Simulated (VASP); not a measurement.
# As (Fm-3m) in VASP: a series of runs

Runs on As. Level: PBE. Tasks: density of states.

All numbers are computed with VASP 6.6.1; they aren't measurements. Logs are shortened: lines on timing, memory, paths and dates and some standing lists are left out, and cuts for length are marked.

### Step 1. The cell of the first run

Symmetry: Fm-3m, No. 225, cubic system. The conventional cell has a = 3.216 Å, b = 3.216 Å, c = 3.216 Å, α = 90.00°, β = 90.00°, γ = 90.00°. As (site symmetry m-3m) has 12 As at 2.27 Å within 3.0 Å.

### Step 2. Density of states, PBE (volume scaled by 0.43)

File POSCAR:

```
As
1.0
    0.0000000000      1.6077995199      1.6077995199
    1.6077995199      0.0000000000      1.6077995199
    1.6077995199      1.6077995199      0.0000000000
As
1
Direct
    0.0000000000      0.0000000000      0.0000000000
```

File INCAR.step1:

```
PREC = Accurate
ENCUT = 520
EDIFF = 1E-6
ISMEAR = -1
SIGMA = 0.05
LREAL = F
LASPH = T
NELM = 100
ALGO = Normal
ISIF = 2
LWAVE = F
LCHARG = T
GGA = PE
NBANDS = 8
```

File KPOINTS.step1:

```
Automatic mesh
0
Gamma
  15 15 15
```

File INCAR.step2:

```
PREC = Accurate
ENCUT = 520
EDIFF = 1E-6
ISMEAR = -5
SIGMA = 0.05
LREAL = F
LASPH = T
NELM = 100
ALGO = Normal
ISIF = 2
LWAVE = F
LCHARG = F
GGA = PE
LORBIT = 11
NBANDS = 8
NEDOS = 2001
ICHARG = 11
```

File KPOINTS.step2:

```
Automatic mesh
0
Gamma
  23 23 23
```

Potentials or basis: VASP PAW PBE potentials, release 64 (As).

On the command line:

```
$ cat potpaw_PBE.64/As/POTCAR > POTCAR
$ cp INCAR.step1 INCAR
$ cp KPOINTS.step1 KPOINTS
$ mpirun -np 1 vasp_std > vasp.out
$ cp INCAR.step2 INCAR
$ cp KPOINTS.step2 KPOINTS
$ mpirun -np 1 vasp_std > vasp.out
```

OUTCAR:

```text
PREC = Accurate
   ENCUT = 520
   EDIFF = 1E-6
   ISMEAR = -5
   LREAL = F
   LASPH = T
   NELM = 100
   ISIF = 2
   GGA = PE
   LORBIT = 11
   ICHARG = 11

 ion  position               nearest neighbor table
   1  0.000  0.000  0.000-

  LATTYP: Found a face centered cubic cell.
 ALAT       =     3.2155990398

  Lattice vectors:

 A1 = (   0.0000000000,   1.6077995199,   1.6077995199)
 A2 = (   1.6077995199,   0.0000000000,   1.6077995199)
 A3 = (   1.6077995199,   1.6077995199,   0.0000000000)

Analysis of symmetry for initial positions (statically):
=====================================================================
 Subroutine PRICEL returns:
 Original cell was already a primitive cell.

 Routine SETGRP: Setting up the symmetry group for a
 face centered cubic supercell.

 Subroutine GETGRP returns: Found 48 space group operations
 (whereof 48 operations were pure point group operations)
 out of a pool of 48 trial point group operations.

The static configuration has the point symmetry O_h .

Analysis of symmetry for dynamics (positions and initial velocities):
=====================================================================
 Subroutine PRICEL returns:
 Original cell was already a primitive cell.

 Routine SETGRP: Setting up the symmetry group for a
 face centered cubic supercell.

 Subroutine GETGRP returns: Found 48 space group operations
 (whereof 48 operations were pure point group operations)
 out of a pool of 48 trial point group operations.

The dynamic configuration has the point symmetry O_h .

 Subroutine INISYM returns: Found 48 space group operations
 (whereof 48 operations are pure point group operations),
 and found     1 'primitive' translations

----------------------------------------------------------------------------------------

                                     Primitive cell

  volume of cell :       8.3124

  direct lattice vectors                    reciprocal lattice vectors
     0.000000000  1.607799520  1.607799520    -0.310984046  0.310984046  0.310984046
     1.607799520  0.000000000  1.607799520     0.310984046 -0.310984046  0.310984046
     1.607799520  1.607799520  0.000000000     0.310984046  0.310984046 -0.310984046

  length of vectors
     2.273771887  2.273771887  2.273771887     0.538640168  0.538640168  0.538640168

  position of ions in fractional coordinates (direct lattice)
     0.000000000  0.000000000  0.000000000

  ion indices of the primitive-cell ions
   primitive index   ion index
                 1           1

----------------------------------------------------------------------------------------

 KPOINTS: Automatic mesh

Automatic generation of k-mesh.
 Grid dimensions read from file:
 generate k-points for:   23   23   23

 Generating k-lattice:

  Cartesian coordinates                     Fractional coordinates (reciprocal lattice)
    -0.013521045  0.013521045  0.013521045     0.043478261  0.000000000  0.000000000
     0.013521045 -0.013521045  0.013521045     0.000000000  0.043478261  0.000000000
     0.013521045  0.013521045 -0.013521045     0.000000000  0.000000000  0.043478261

  Length of vectors
     0.023419138  0.023419138  0.023419138

  Shift w.r.t. Gamma in fractional coordinates (k-lattice)
     0.000000000  0.000000000  0.000000000

 TETIRR: Found   1662 inequivalent tetrahedra from    73002

 Subroutine IBZKPT returns following result:
 ===========================================

 Found    364 irreducible k-points:

 Following reciprocal coordinates:
            Coordinates               Weight
  0.000000  0.000000  0.000000      1.000000
  0.043478  0.000000  0.000000      8.000000
  0.086957  0.000000  0.000000      8.000000
  0.130435  0.000000  0.000000      8.000000
  0.173913  0.000000  0.000000      8.000000
  0.217391  0.000000  0.000000      8.000000
[... 16 lines left out ...]
  0.478261  0.043478  0.000000     24.000000
 -0.478261  0.043478  0.000000     24.000000
 [... further k-points ...]
   k-points           NKPTS =    364   k-points in BZ     NKDIM =    364   number of bands    NBANDS=      8
   number of dos      NEDOS =   2001   number of ions     NIONS =      1
   total plane-waves  NPLWV =   5832
   dimension x,y,z NGX =    18 NGY =   18 NGZ =   18
   dimension x,y,z NGXF=    36 NGYF=   36 NGZF=   36
   ions per type =               1
   NGX,Y,Z   is equivalent  to a cutoff of  13.16, 13.16, 13.16 a.u.
   NGXF,Y,Z  is equivalent  to a cutoff of  26.32, 26.32, 26.32 a.u.
 SYSTEM =  unknown system
   PREC   = accura    normal or accurate (medium, high low for compatibility)
   ISTART =      0    job   : 0-new  1-cont  2-samecut
   ICHARG =     11    charge: 1-file 2-atom 10-const
   ISPIN  =      1    spin polarized calculation?
   LNONCOLLINEAR =      F non collinear calculations
   LSORBIT =      F    spin-orbit coupling
   LASPH  =      T    aspherical Exc in radial PAW
   ENCUT  =  520.0 eV  38.22 Ry    6.18 a.u.   4.23  4.23  4.23*2*pi/ulx,y,z
   NELM   =    100;   NELMIN=  2; NELMDL=  0     # of ELM steps
   EDIFF  = 0.1E-05   stopping-criterion for ELM
   LREAL  =      F    real-space projection
[... 7 lines left out ...]
   TEBEG  =    0.0;   TEEND  =   0.0 temperature during run
   PSTRESS=    0.0 pullay stress
   NELECT =       5.0000    total number of electrons
   NUPDOWN=      -1.0000    fix difference up-down
   EMIN   =  10.00;   EMAX   =-10.00  energy-range for DOS
   EFERMI =   0.00;   METHOD = LEGACY
   ISMEAR =    -5;   SIGMA  =   0.05  broadening in eV -4-tet -1-fermi 0-gaus
   EFERMI_NEDOS =   21; number of points for ismear=-14 and -15
   IALGO  =     38    algorithm
   IMIX   =      4    mixing-type and parameters
     AMIX     =   0.40;   BMIX     =  1.00
     AMIX_MAG =   1.60;   BMIX_MAG =  1.00
  volume/ion in A,a.u.               =       8.31        56.09
  Fermi-wavevector in a.u.,A,eV,Ry     =   1.381941  2.611490 25.983887  1.909762
  Thomas-Fermi vector in A             =   2.506679
   LORBIT       =     11    0 simple, 1 ext, 2 COOP (PROOUT), +10 PAW based schemes
   GGA     = PE    functional components
   LHFCALC =     F    Hartree Fock is set to
   AEXX    =    0.0000 exact exchange contribution
   IVDW    =     0    specifies the selected vdW correction
   LEPSILON=     F    determine dielectric tensor
   LRPA    =     F    only Hartree local field effects (RPA)
 non-spin polarized calculation
 Fermi weights with tetrahedron method with Bloechl corrections
  energy-cutoff  :      520.00
  volume of cell :        8.31
 maximum number of plane-waves:       234
 NGX is ok and might be reduce to    18

 number of electron       5.0000001 magnetization

 Free energy of the ion-electron system (eV)
  ---------------------------------------------------
  ext. energy  EPLUGINS =         0.00000000
  ---------------------------------------------------
  free energy    TOTEN  =         2.73539175 eV

  energy without entropy =        2.73539175  energy(sigma->0) =        2.73539175

 E-fermi :  20.3836     XC(G=0): -14.7768

 val. band max:       20.7133137786   @ k =  -0.1739   0.1739   0.0000
 cond. band min:      20.2948021830   @ k =  -0.4348   0.3043   0.1304
 fundamental gap:     -0.4185115956
 Fermi energy:        20.3836334226

 k-point     1 :       0.0000    0.0000    0.0000
  band No.  band energies     occupation
      1      -6.3153      2.00000
      2      35.6874      0.00000
      3      35.6874      0.00000
      4      35.6874      0.00000
      5      36.5700      0.00000
      6      36.9069      0.00000
      7      36.9069      0.00000
      8      36.9069      0.00000

 k-point     2 :       0.0435    0.0000    0.0000
  band No.  band energies     occupation
      1      -6.2304      2.00000
      2      33.3000      0.00000
      3      35.0344      0.00000
      4      35.0344      0.00000
      5      36.2226      0.00000
      6      37.6882      0.00000
      7      37.6882      0.00000
      8      39.5176      0.00000

 k-point     3 :       0.0870    0.0000    0.0000
  band No.  band energies     occupation
      1      -5.9754      2.00000
      2      30.2236      0.00000
      3      34.1227      0.00000
      4      34.1227      0.00000
      5      36.1274      0.00000
      6      38.9807      0.00000
      7      38.9807      0.00000
      8      42.2643      0.00000

 k-point     4 :       0.1304    0.0000    0.0000
  band No.  band energies     occupation
      1      -5.5495      2.00000
      2      27.1508      0.00000
      3      33.3004      0.00000
      4      33.3004      0.00000
      5      35.9993      0.00000
      6      40.4054      0.00000
      7      40.4054      0.00000
      8      43.4274      0.00000

 k-point     5 :       0.1739    0.0000    0.0000
  band No.  band energies     occupation
      1      -4.9519      2.00000
      2      24.1318      0.00000
      3      32.6009      0.00000
      4      32.6009      0.00000
      5      35.8482      0.00000
      6      41.2786      0.00000
      7      41.2786      0.00000
      8      42.5136      0.00000
[... 177 lines left out ...]
 k-point    22 :       0.4348    0.0435    0.0000
  band No.  band energies     occupation
      1       1.7943      2.00000
      2       9.1050      2.00000
      3      29.8107      0.00000
      4      30.7713      0.00000
      5      33.0255      0.00000
      6      36.3978      0.00000
      7      37.1941      0.00000
      8      40.6483      0.00000

 k-point    23 :       0.4783    0.0435    0.0000
  band No.  band energies     occupation
      1       3.5337      2.00000
      2       6.9237      2.00000
      3      30.0763      0.00000
      4      30.2538      0.00000
      5      33.0652      0.00000
      6      35.7425      0.00000
      7      37.1791      0.00000
      8      40.4269      0.00000

 k-point    24 :      -0.4783    0.0435    0.0000
  band No.  band energies     occupation
      1       4.6802      2.00000
      2       5.6665      2.00000
      3      29.7760      0.00000
      4      30.4638      0.00000
      5      33.3416      0.00000
      6      35.2795      0.00000
      7      37.1930      0.00000
      8      40.4135      0.00000

 [... further k-points ...]
[... 5 lines left out ...]
  --------------------------------------------------------------------------------------
  -------------------------------------------------------------------------------------
  Total       22.4091828     22.4091828     22.4091828     -0.0000000     -0.0000000      0.0000000
  in kB     4319.2756562   4319.2756562   4319.2756562     -0.0000000     -0.0000000      0.0000000
  external PRESSURE =    4319.2756562 kB  Pullay stress =       0.0000000 kB

 VOLUME and BASIS-vectors are now :
 -----------------------------------------------------------------------------
  energy-cutoff  :      520.00
  volume of cell :        8.31
      direct lattice vectors                 reciprocal lattice vectors
     0.000000000  1.607799520  1.607799520    -0.310984046  0.310984046  0.310984046
     1.607799520  0.000000000  1.607799520     0.310984046 -0.310984046  0.310984046
     1.607799520  1.607799520  0.000000000     0.310984046  0.310984046 -0.310984046

 POSITION                                       TOTAL-FORCE (eV/Angst)
 -----------------------------------------------------------------------------------
      0.00000      0.00000      0.00000         0.000000      0.000000      0.000000
 -----------------------------------------------------------------------------------
    total drift:                                0.000000     -0.000000     -0.000000

  FREE ENERGIE OF THE ION-ELECTRON SYSTEM (eV)
  ---------------------------------------------------
  free  energy   TOTEN  =         2.7353917545 eV

  energy  without entropy=        2.7353917545  energy(sigma->0) =        2.73539175

 total charge

# of ion       s       p       d       tot
------------------------------------------
    1        1.373   1.846   0.477   3.696
```

It took 15 s on 1 thread of Intel Xeon Platinum 8488C (Sapphire Rapids), shared host; peak memory 0.13 GiB.

What came out:

```
Valence electrons inside the program's atomic spheres : As 3.70
```

Caveat: tetrahedron occupations give inexact forces and stress in metals.

### Step 3. Density of states, PBE (volume scaled by 0.43)

POSCAR is that of step 2.

File INCAR.step1:

```
SYSTEM = As
PREC     = Accurate       ! precision mode
ENCUT    = 520            ! plane-wave cutoff, eV
EDIFF    = 1E-6           ! SCF threshold, eV
ISMEAR   = -1             ! smearing method
SIGMA    = 0.05           ! smearing width, eV
LREAL    = .False.        ! projectors in reciprocal space
LASPH    = .True.         ! aspherical terms in the spheres
NELM     = 80             ! most SCF steps
ALGO     = Normal         ! electronic algorithm
ISIF     = 2              ! what is computed and relaxed
LWAVE    = .False.        ! write WAVECAR
LCHARG   = .True.         ! write CHGCAR
GGA      = PE             ! functional
NBANDS   = 8              ! bands
```

File KPOINTS.step1:

```
Automatic mesh
0
Gamma
  15 15 15
  0 0 0
```

File INCAR.step2:

```
SYSTEM = As
PREC     = Accurate       ! precision mode
ENCUT    = 520            ! plane-wave cutoff, eV
EDIFF    = 1E-6           ! SCF threshold, eV
ISMEAR   = -5             ! smearing method
SIGMA    = 0.05           ! smearing width, eV
LREAL    = .False.        ! projectors in reciprocal space
LASPH    = .True.         ! aspherical terms in the spheres
NELM     = 80             ! most SCF steps
ALGO     = Normal         ! electronic algorithm
ISIF     = 2              ! what is computed and relaxed
LWAVE    = .False.        ! write WAVECAR
LCHARG   = .False.        ! write CHGCAR
GGA      = PE             ! functional
LORBIT   = 10             ! projections on sites
NEDOS    = 2001           ! points of the DOS
ICHARG   = 11             ! starting density
```

File KPOINTS.step2:

```
Automatic mesh
0
Gamma
  23 23 23
  0 0 0
```

Potentials or basis: VASP PAW PBE potentials, release 64 (As).

On the command line:

```
$ cat potpaw_PBE.64/As/POTCAR > POTCAR
$ cp INCAR.step1 INCAR
$ cp KPOINTS.step1 KPOINTS
$ mpirun -np 1 vasp_std > vasp.out
$ cp INCAR.step2 INCAR
$ cp KPOINTS.step2 KPOINTS
$ mpirun -np 1 vasp_std > vasp.out
```

OUTCAR:

```text
SYSTEM = As
   PREC = Accurate
   ENCUT = 520
   EDIFF = 1E-6
   ISMEAR = -5
   LREAL = .False.
   LASPH = .True.
   NELM = 80
   ISIF = 2
   GGA = PE
   LORBIT = 10
   ICHARG = 11

 ion  position               nearest neighbor table
   1  0.000  0.000  0.000-

  LATTYP: Found a face centered cubic cell.
 ALAT       =     3.2155990398

  Lattice vectors:

[... 403 lines left out ...]
------------------------ aborting loop because EDIFF is reached ----------------------------------------

  FORCE on cell =-STRESS in cart. coord.  units (eV):
  Direction    XX          YY          ZZ          XY          YZ          ZX
  --------------------------------------------------------------------------------------
  -------------------------------------------------------------------------------------
  Total       22.4091828     22.4091828     22.4091828     -0.0000000     -0.0000000     -0.0000000
  in kB     4319.2756545   4319.2756545   4319.2756545     -0.0000000     -0.0000000     -0.0000000
  external PRESSURE =    4319.2756545 kB  Pullay stress =       0.0000000 kB

 VOLUME and BASIS-vectors are now :
 -----------------------------------------------------------------------------
  energy-cutoff  :      520.00
  volume of cell :        8.31
      direct lattice vectors                 reciprocal lattice vectors
     0.000000000  1.607799520  1.607799520    -0.310984046  0.310984046  0.310984046
     1.607799520  0.000000000  1.607799520     0.310984046 -0.310984046  0.310984046
     1.607799520  1.607799520  0.000000000     0.310984046  0.310984046 -0.310984046

 POSITION                                       TOTAL-FORCE (eV/Angst)
 -----------------------------------------------------------------------------------
      0.00000      0.00000      0.00000        -0.000000      0.000000     -0.000000
 -----------------------------------------------------------------------------------
    total drift:                               -0.000000      0.000000      0.000000

  FREE ENERGIE OF THE ION-ELECTRON SYSTEM (eV)
  ---------------------------------------------------
  free  energy   TOTEN  =         2.7353917553 eV

  energy  without entropy=        2.7353917553  energy(sigma->0) =        2.73539176

 total charge

# of ion       s       p       d       tot
------------------------------------------
    1        1.373   1.846   0.477   3.696
```

OUTCAR.step1:

```text
SYSTEM = As
   PREC = Accurate
   ENCUT = 520
   EDIFF = 1E-6
   ISMEAR = -1
   LREAL = .False.
[... 482 lines left out ...]
 -----------------------------------------------------------------------------------
      0.00000      0.00000      0.00000        -0.000000     -0.000000     -0.000000
 -----------------------------------------------------------------------------------
    total drift:                                0.000000      0.000000      0.000000

  FREE ENERGIE OF THE ION-ELECTRON SYSTEM (eV)
  ---------------------------------------------------
  free  energy   TOTEN  =         2.7364217650 eV

  energy  without entropy=        2.7386254308  energy(sigma->0) =        2.73752360
```

Wall time 13 s (1 thread of Intel Xeon Platinum 8488C (Sapphire Rapids), shared host); peak memory 0.13 GiB.

What came out:

```yaml
Valence_electrons_inside_the_program's_atomic_spheres: As 3.70
```

Caveat: tetrahedron occupations give inexact forces and stress in metals.

[end of part 1 of 2]
